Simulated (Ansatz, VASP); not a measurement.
## One calculation of SeS, two programs

```
Se S
1.0
     4.59216   -2.97858    0.35211
     4.59216    2.97858    0.35211
    -0.73315    0.00000    5.49224
Se S
2 2
Direct
  0.54178 0.65603 0.14430
  0.34397 0.45822 0.85570
  0.82274 0.35530 0.39723
  0.64470 0.17726 0.60277
```

Alike in both runs: functional PBE; k mesh 4 × 4 × 4; occupations gaussian, width 0.1 eV; no spin polarisation.

Ansatz relaxed the structure, and its values are those at the end. VASP's run is a single point on that final structure, the one shown.

|  | VASP | Ansatz |
| --- | --- | --- |
| version | VASP 6.6.1 | Ansatz 0.2.0 |
| potentials or method | VASP PAW PBE potentials, release 64 (Se, S), cutoff 520 eV | scalar-relativistic, plane waves, PAW |
| valence electrons in the cell | 24 | 44 |

|  | VASP | Ansatz | Ansatz less VASP |
| --- | --- | --- | --- |
| gap on the k mesh at the Fermi level (eV) | 1.41 | 1.40 | -0.010 |
| least direct gap on the mesh (eV) | 1.52 | 1.51 | -0.010 |
| pressure (GPa) | -0.1 | 0.0 | +0.09 |
| rms of the force components (eV/Å) | 0.050 | 0.012 | -0.0386 |

The functional is the same, so the differences come from potentials, cutoffs and numerics. VASP's potentials hold 24 valence electrons a cell and Ansatz's 44, so a difference there can come from the potentials and not from the codes.
